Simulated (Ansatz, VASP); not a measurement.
Si: VASP beside Ansatz

```
Si
1.0
     1.83728   -4.64570    0.00000
     1.83728    4.64570    0.00000
     0.00000    0.00000    3.60811
Si
3
Cartesian
  1.8373 -1.5939 1.8041
  1.8373 1.5939 1.8041
  1.8373 0.0000 0.0000
```

Alike in both runs: functional PBE; k mesh 6 × 6 × 6; occupations gaussian, width 0.1 eV; no spin polarisation.

Ansatz relaxed the structure, and its values are those at the end. VASP's run is a single point on that final structure, the one shown.

|  | VASP | Ansatz |
| --- | --- | --- |
| version | VASP 6.6.1 | Ansatz 0.2.0 |
| potentials or method | VASP PAW PBE potentials, release 64 (Si), cutoff 520 eV | scalar-relativistic, plane waves, PAW |
| valence electrons in the cell | 12 | 12 |

Ansatz gave:

```
gap on the k mesh at the Fermi level (eV) : none
pressure (GPa)                            : 0.1
```

Question: What did VASP give for the same quantities?

Answer: gap on the k mesh at the Fermi level (eV): none; pressure (GPa): 0.0.

A gap of «none» marks a metal or a gap that the smearing closes.
